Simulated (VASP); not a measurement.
# F (Im-3m) in VASP: a series of runs

F is run at these levels: PBE; tasks: single point.

Program: VASP 6.6.1. These are calculated values, not measurements. Logs are shortened: lines on timing, memory, paths and dates and some standing lists are left out, and cuts for length are marked.

### 1 The cell of the first run

The structure is cubic, space group Im-3m (No. 229). The conventional cell has a = 2.704 Å, b = 2.704 Å, c = 2.704 Å, α = 90.00°, β = 90.00°, γ = 90.00°. F (site symmetry m-3m) has 14 F at 2.34 to 2.70 Å within 3.1 Å.

### 2 Single point, PBE

File INCAR:

```
SYSTEM = F
PREC = Accurate
ENCUT = 520
EDIFF = 1E-7
ISMEAR = -1
SIGMA = 0.06122561905347299
LREAL = .False.
LASPH = .True.
NELM = 100
ALGO = Normal
ISIF = 2
LWAVE = .False.
LCHARG = .False.
GGA = PE
NBANDS = 10
```

File KPOINTS:

```
Automatic mesh
0
Gamma
  28 28 28
  0 0 0
```

File POSCAR:

```
F
1.0
   -1.3517709543      1.3517709543      1.3517709543
    1.3517709543     -1.3517709543      1.3517709543
    1.3517709543      1.3517709543     -1.3517709543
F
1
Direct
    0.0000000000      0.0000000000      0.0000000000
```

Potentials or basis: VASP PAW PBE potentials, release 64 (F).

The run is started by

```bash
$ cat potpaw_PBE.64/F/POTCAR > POTCAR
$ mpirun -np 1 vasp_std > vasp.out
```

OUTCAR:

```text
SYSTEM = F
   PREC = Accurate
   ENCUT = 520
   EDIFF = 1E-7
   ISMEAR = -1
   LREAL = .False.
   LASPH = .True.
   NELM = 100
   ISIF = 2
   GGA = PE

 ion  position               nearest neighbor table
   1  0.000  0.000  0.000-

  LATTYP: Found a body centered cubic cell.
 ALAT       =     2.7035419086

  Lattice vectors:

 A1 = (  -1.3517709543,   1.3517709543,   1.3517709543)
 A2 = (   1.3517709543,  -1.3517709543,   1.3517709543)
 A3 = (   1.3517709543,   1.3517709543,  -1.3517709543)

Analysis of symmetry for initial positions (statically):
=====================================================================
 Subroutine PRICEL returns:
 Original cell was already a primitive cell.

 Routine SETGRP: Setting up the symmetry group for a
 body centered cubic supercell.

 Subroutine GETGRP returns: Found 48 space group operations
 (whereof 48 operations were pure point group operations)
 out of a pool of 48 trial point group operations.

The static configuration has the point symmetry O_h .

Analysis of symmetry for dynamics (positions and initial velocities):
=====================================================================
 Subroutine PRICEL returns:
 Original cell was already a primitive cell.

 Routine SETGRP: Setting up the symmetry group for a
 body centered cubic supercell.

 Subroutine GETGRP returns: Found 48 space group operations
 (whereof 48 operations were pure point group operations)
 out of a pool of 48 trial point group operations.

The dynamic configuration has the point symmetry O_h .

 Subroutine INISYM returns: Found 48 space group operations
 (whereof 48 operations are pure point group operations),
 and found     1 'primitive' translations

----------------------------------------------------------------------------------------

                                     Primitive cell

  volume of cell :       9.8803

  direct lattice vectors                    reciprocal lattice vectors
    -1.351770954  1.351770954  1.351770954     0.000000000  0.369885148  0.369885148
     1.351770954 -1.351770954  1.351770954     0.369885148  0.000000000  0.369885148
     1.351770954  1.351770954 -1.351770954     0.369885148  0.369885148  0.000000000

  length of vectors
     2.341335973  2.341335973  2.341335973     0.523096593  0.523096593  0.523096593

  position of ions in fractional coordinates (direct lattice)
     0.000000000  0.000000000  0.000000000

  ion indices of the primitive-cell ions
   primitive index   ion index
                 1           1

----------------------------------------------------------------------------------------

 KPOINTS: Automatic mesh

Automatic generation of k-mesh.
 Grid dimensions read from file:
 generate k-points for:   28   28   28

 Generating k-lattice:

  Cartesian coordinates                     Fractional coordinates (reciprocal lattice)
     0.000000000  0.013210184  0.013210184     0.035714286  0.000000000  0.000000000
     0.013210184  0.000000000  0.013210184     0.000000000  0.035714286  0.000000000
     0.013210184  0.013210184  0.000000000     0.000000000  0.000000000  0.035714286

  Length of vectors
     0.018682021  0.018682021  0.018682021

  Shift w.r.t. Gamma in fractional coordinates (k-lattice)
     0.000000000  0.000000000  0.000000000

 Subroutine IBZKPT returns following result:
 ===========================================

 Found    624 irreducible k-points:

 Following reciprocal coordinates:
            Coordinates               Weight
  0.000000  0.000000  0.000000      1.000000
  0.035714  0.000000  0.000000     12.000000
  0.071429  0.000000  0.000000     12.000000
  0.107143  0.000000  0.000000     12.000000
  0.142857  0.000000  0.000000     12.000000
  0.178571  0.000000  0.000000     12.000000
[... 16 lines left out ...]
  0.285714  0.035714  0.000000     48.000000
  0.321429  0.035714  0.000000     48.000000
 [... further k-points ...]
   k-points           NKPTS =    624   k-points in BZ     NKDIM =    624   number of bands    NBANDS=     10
   number of dos      NEDOS =    301   number of ions     NIONS =      1
   total plane-waves  NPLWV =   5832
   dimension x,y,z NGX =    18 NGY =   18 NGZ =   18
   dimension x,y,z NGXF=    36 NGYF=   36 NGZF=   36
   ions per type =               1
   NGX,Y,Z   is equivalent  to a cutoff of  12.78, 12.78, 12.78 a.u.
   NGXF,Y,Z  is equivalent  to a cutoff of  25.56, 25.56, 25.56 a.u.
 SYSTEM =  F
   PREC   = accura    normal or accurate (medium, high low for compatibility)
   ISTART =      0    job   : 0-new  1-cont  2-samecut
   ICHARG =      2    charge: 1-file 2-atom 10-const
   ISPIN  =      1    spin polarized calculation?
   LNONCOLLINEAR =      F non collinear calculations
   LSORBIT =      F    spin-orbit coupling
   LASPH  =      T    aspherical Exc in radial PAW
   ENCUT  =  520.0 eV  38.22 Ry    6.18 a.u.   4.35  4.35  4.35*2*pi/ulx,y,z
   NELM   =    100;   NELMIN=  2; NELMDL= -5     # of ELM steps
   EDIFF  = 0.1E-06   stopping-criterion for ELM
   LREAL  =      F    real-space projection
   EDIFFG = 0.1E-05   stopping-criterion for IOM
   NSW    =      0    number of steps for IOM
   IBRION =     -1    ionic relax: 0-MD 1-quasi-New 2-CG
   NFREE  =      0    steps in history (QN), initial steepest desc. (CG)
   ISIF   =      2    stress and relaxation
   ISYM   =      2    0-nonsym 1-usesym 2-fastsym
   POTIM  = 0.5000    time-step for ionic-motion
   TEBEG  =    0.0;   TEEND  =   0.0 temperature during run
   PSTRESS=    0.0 pullay stress
   NELECT =       7.0000    total number of electrons
   NUPDOWN=      -1.0000    fix difference up-down
   EMIN   =  10.00;   EMAX   =-10.00  energy-range for DOS
   EFERMI =   0.00;   METHOD = LEGACY
   ISMEAR =    -1;   SIGMA  =   0.06  broadening in eV -4-tet -1-fermi 0-gaus
   EFERMI_NEDOS =   21; number of points for ismear=-14 and -15
   IALGO  =     38    algorithm
   IMIX   =      4    mixing-type and parameters
     AMIX     =   0.40;   BMIX     =  1.00
     AMIX_MAG =   1.60;   BMIX_MAG =  1.00
  volume/ion in A,a.u.               =       9.88        66.68
  Fermi-wavevector in a.u.,A,eV,Ry     =   1.459434  2.757930 28.979689  2.129947
  Thomas-Fermi vector in A             =   2.576001
   LORBIT       =      0    0 simple, 1 ext, 2 COOP (PROOUT), +10 PAW based schemes
   GGA     = PE    functional components
   LHFCALC =     F    Hartree Fock is set to
   AEXX    =    0.0000 exact exchange contribution
   IVDW    =     0    specifies the selected vdW correction
   LEPSILON=     F    determine dielectric tensor
   LRPA    =     F    only Hartree local field effects (RPA)
 non-spin polarized calculation
  energy-cutoff  :      520.00
  volume of cell :        9.88
 maximum number of plane-waves:       277
 NGX is ok and might be reduce to    18
   NGX =  9   NGY =  9   NGZ =  9

 number of electron       7.0000002 magnetization

 Free energy of the ion-electron system (eV)
  ---------------------------------------------------
  ext. energy  EPLUGINS =         0.00000000
  ---------------------------------------------------
  free energy    TOTEN  =        -0.82860849 eV

  energy without entropy =       -0.79391752  energy(sigma->0) =       -0.81126300

 E-fermi :  -3.2009     XC(G=0): -10.4335

 val. band max:       -3.2034888973   @ k =  -0.2143   0.2500   0.1071
 cond. band min:      -3.2006469461   @ k =   0.3214   0.1071   0.0714
 fundamental gap:      0.0028419511
 Fermi energy:        -3.2009010967

 k-point     1 :       0.0000    0.0000    0.0000
  band No.  band energies     occupation
      1     -25.0921      2.00000
      2      -2.7443      0.00115
      3      -2.7443      0.00115
      4      -2.7443      0.00115
      5      10.6933      0.00000
      6      33.4525      0.00000
      7      33.4525      0.00000
      8      33.4525      0.00000
      9      36.5853      0.00000
     10      36.5853      0.00000

 k-point     2 :       0.0357    0.0000    0.0000
  band No.  band energies     occupation
      1     -25.0730      2.00000
      2      -2.8102      0.00338
      3      -2.7585      0.00145
      4      -2.7460      0.00119
      5      10.7712      0.00000
      6      33.0839      0.00000
      7      33.1249      0.00000
      8      33.5247      0.00000
      9      35.8250      0.00000
     10      36.2432      0.00000

 k-point     3 :       0.0714    0.0000    0.0000
  band No.  band energies     occupation
      1     -25.0166      2.00000
      2      -3.0021      0.07487
      3      -2.7999      0.00286
      4      -2.7508      0.00128
      5      10.9986      0.00000
      6      31.8909      0.00000
      7      32.3554      0.00000
      8      33.7391      0.00000
      9      35.3313      0.00000
     10      35.6082      0.00000

 k-point     4 :       0.1071    0.0000    0.0000
  band No.  band energies     occupation
      1     -24.9250      2.00000
      2      -3.3033      1.68374
      3      -2.8664      0.00844
      4      -2.7589      0.00146
      5      11.3589      0.00000
      6      30.2813      0.00000
      7      31.4304      0.00000
      8      34.0900      0.00000
      9      34.9821      0.00000
     10      35.3604      0.00000
[... 222 lines left out ...]
 k-point    22 :       0.2500    0.0357    0.0000
  band No.  band energies     occupation
      1     -24.1705      2.00000
      2      -5.3636      2.00000
      3      -3.3558      1.85246
      4      -2.8407      0.00555
      5      13.9676      0.00000
      6      23.7225      0.00000
      7      27.5309      0.00000
      8      33.4233      0.00000
      9      36.9312      0.00000
     10      37.3669      0.00000

 k-point    23 :       0.2857    0.0357    0.0000
  band No.  band energies     occupation
      1     -23.9736      2.00000
      2      -5.8250      2.00000
      3      -3.4721      1.97645
      4      -2.8570      0.00724
      5      14.5976      0.00000
      6      22.6468      0.00000
      7      26.9533      0.00000
      8      33.3217      0.00000
      9      37.6168      0.00000
     10      37.8869      0.00000

 k-point    24 :       0.3214    0.0357    0.0000
  band No.  band energies     occupation
      1     -23.7851      2.00000
      2      -6.2461      2.00000
      3      -3.5781      1.99579
      4      -2.8723      0.00929
      5      15.2002      0.00000
      6      21.7183      0.00000
      7      26.4685      0.00000
      8      33.2851      0.00000
      9      38.0678      0.00000
     10      38.5490      0.00000

 [... further k-points ...]

------------------------ aborting loop because EDIFF is reached ----------------------------------------

  FORCE on cell =-STRESS in cart. coord.  units (eV):
  Direction    XX          YY          ZZ          XY          YZ          ZX
  --------------------------------------------------------------------------------------
  -------------------------------------------------------------------------------------
  Total        0.0329927      0.0329927      0.0329927     -0.0000000      0.0000000      0.0000000
  in kB        5.3500623      5.3500623      5.3500623     -0.0000000      0.0000000      0.0000000
  external PRESSURE =       5.3500623 kB  Pullay stress =       0.0000000 kB

 VOLUME and BASIS-vectors are now :
 -----------------------------------------------------------------------------
  energy-cutoff  :      520.00
  volume of cell :        9.88
      direct lattice vectors                 reciprocal lattice vectors
    -1.351770954  1.351770954  1.351770954     0.000000000  0.369885148  0.369885148
     1.351770954 -1.351770954  1.351770954     0.369885148  0.000000000  0.369885148
     1.351770954  1.351770954 -1.351770954     0.369885148  0.369885148  0.000000000

 POSITION                                       TOTAL-FORCE (eV/Angst)
 -----------------------------------------------------------------------------------
      0.00000      0.00000      0.00000         0.000000      0.000000      0.000000
 -----------------------------------------------------------------------------------
    total drift:                                0.000000     -0.000000      0.000000

  FREE ENERGIE OF THE ION-ELECTRON SYSTEM (eV)
  ---------------------------------------------------
  free  energy   TOTEN  =        -0.8286084871 eV

  energy  without entropy=       -0.7939175163  energy(sigma->0) =       -0.81126300
```

Run time: 22 s. Hardware: 1 thread of Intel Xeon 6975P-C (Granite Rapids), shared host; peak memory 0.15 GiB.

What came out:

| Quantity | Value |
| --- | --- |
| Free energy | -0.8286 eV |
| Pressure | 0.5 GPa |

Levels at points of the mesh, in eV from the Fermi level:
| k point | band 1 | band 2 | band 3 | band 4 | band 5 | band 6 | band 7 | band 8 | band 9 |
| --- | --- | --- | --- | --- | --- | --- | --- | --- | --- |
| (0.00, 0.00, 0.00) | -21.89 | 0.46 | 0.46 | 0.46 | 13.89 | 36.65 | 36.65 | 36.65 | 39.79 |
| (0.50, 0.00, 0.00) | -20.13 | -4.03 | -0.59 | 0.31 | 20.00 | 22.76 | 28.79 | 36.55 | 41.71 |
| (0.50, 0.50, 0.50) | -19.16 | -2.05 | -2.05 | -2.05 | 20.42 | 20.42 | 32.21 | 32.21 | 32.21 |

Caveat: an odd number of electrons without spin polarisation forces a metal; a magnetic or distorted state may lie lower.

### 3 Single point, PBE

This run uses another cell than the first one, of 10.08 Å³/atom, 1.020 times its volume.

File INCAR:

```
SYSTEM = F
PREC = Accurate
ENCUT = 520
EDIFF = 1E-6
ISMEAR = -1
SIGMA = 0.06122561905347299
LREAL = .FALSE.
LASPH = .TRUE.
NELM = 60
ALGO = Normal
ISIF = 2
LWAVE = .FALSE.
LCHARG = .TRUE.
GGA = PE
LELF = .TRUE.
LVHAR = .TRUE.
NBANDS = 10
```

File KPOINTS:

```
Automatic mesh
0
G
  28 28 28
  0 0 0
```

File POSCAR:

```
F
1.0
   -1.3609048189      1.3609048189      1.3609048189
    1.3609048189     -1.3609048189      1.3609048189
    1.3609048189      1.3609048189     -1.3609048189
F
1
Direct
    0.0000000000      0.0000000000      0.0000000000
```

Potentials or basis: VASP PAW PBE potentials, release 64 (F).

The run is started by

```bash
$ cat potpaw_PBE.64/F/POTCAR > POTCAR
$ mpirun -np 1 vasp_std > vasp.out
```

OUTCAR:

```text
SYSTEM = F
   PREC = Accurate
   ENCUT = 520
   EDIFF = 1E-6
   ISMEAR = -1
   LREAL = .FALSE.
   LASPH = .TRUE.
   NELM = 60
   ISIF = 2
   GGA = PE

 ion  position               nearest neighbor table
   1  0.000  0.000  0.000-

  LATTYP: Found a body centered cubic cell.
 ALAT       =     2.7218096378

  Lattice vectors:

 A1 = (  -1.3609048189,   1.3609048189,   1.3609048189)
 A2 = (   1.3609048189,  -1.3609048189,   1.3609048189)
[... 489 lines left out ...]
      8      32.8153      0.00000
      9      37.5008      0.00000
     10      37.9658      0.00000

 [... further k-points ...]

------------------------ aborting loop because EDIFF is reached ----------------------------------------

  FORCE on cell =-STRESS in cart. coord.  units (eV):
  Direction    XX          YY          ZZ          XY          YZ          ZX
  --------------------------------------------------------------------------------------
  -------------------------------------------------------------------------------------
  Total       -0.0366798     -0.0366798     -0.0366798      0.0000000     -0.0000000      0.0000000
  in kB       -5.8289959     -5.8289959     -5.8289959      0.0000000     -0.0000000      0.0000000
  external PRESSURE =      -5.8289959 kB  Pullay stress =       0.0000000 kB

 VOLUME and BASIS-vectors are now :
 -----------------------------------------------------------------------------
  energy-cutoff  :      520.00
  volume of cell :       10.08
      direct lattice vectors                 reciprocal lattice vectors
    -1.360904819  1.360904819  1.360904819     0.000000000  0.367402623  0.367402623
     1.360904819 -1.360904819  1.360904819     0.367402623  0.000000000  0.367402623
     1.360904819  1.360904819 -1.360904819     0.367402623  0.367402623  0.000000000

 POSITION                                       TOTAL-FORCE (eV/Angst)
 -----------------------------------------------------------------------------------
      0.00000      0.00000      0.00000        -0.000000     -0.000000     -0.000000
 -----------------------------------------------------------------------------------
    total drift:                                0.000000      0.000000      0.000000

  FREE ENERGIE OF THE ION-ELECTRON SYSTEM (eV)
  ---------------------------------------------------
  free  energy   TOTEN  =        -0.8294514288 eV

  energy  without entropy=       -0.7938803752  energy(sigma->0) =       -0.81166590
```

OSZICAR:

```text
N       E                     dE             d eps       ncg     rms          rms(c)
DAV:   1     0.133868870212E+02    0.13387E+02   -0.37331E+03 13446   0.609E+02
DAV:   2    -0.715061892176E+00   -0.14102E+02   -0.13811E+02 14286   0.118E+02
DAV:   3    -0.828508058006E+00   -0.11345E+00   -0.11232E+00 14716   0.870E+00
DAV:   4    -0.828601868239E+00   -0.93810E-04   -0.93809E-04 13584   0.322E-01
DAV:   5    -0.828602011135E+00   -0.14290E-06   -0.14307E-06 14252   0.110E-02    0.148E-01
DAV:   6    -0.829083077389E+00   -0.48107E-03   -0.27559E-04 13590   0.118E-01    0.876E-02
DAV:   7    -0.829402417537E+00   -0.31934E-03   -0.13533E-04 13314   0.959E-02    0.299E-02
DAV:   8    -0.829449975787E+00   -0.47558E-04   -0.33068E-05 13468   0.546E-02    0.279E-03
DAV:   9    -0.829451334938E+00   -0.13592E-05   -0.53200E-07 13974   0.753E-03    0.645E-04
DAV:  10    -0.829451428782E+00   -0.93844E-07   -0.31731E-08  6624   0.134E-03
   1 F= -.82945143E+00 E0= -.81166590E+00  d E =-.355711E-01
```

Run time: 22 s. Hardware: 1 thread of Intel Xeon 6975P-C (Granite Rapids), shared host; peak memory 0.15 GiB.

What came out:

```yaml
Free_energy: -0.8295 eV
Pressure: -0.6 GPa
```

Levels at points of the mesh, in eV from the Fermi level:
```
           k point  band 1  band 2  band 3  band 4  band 5  band 6  band 7  band 8
(0.00, 0.00, 0.00)  -21.77    0.44    0.44    0.44   13.72   36.39   36.39   36.39
(0.50, 0.00, 0.00)  -20.08   -3.90   -0.58    0.31   19.88   22.53   28.63   36.25
(0.50, 0.50, 0.50)  -19.16   -1.99   -1.99   -1.99   20.38   20.38   31.87   31.87
```

Caveat: an odd number of electrons without spin polarisation forces a metal; a magnetic or distorted state may lie lower.

[end of part 1 of 2]
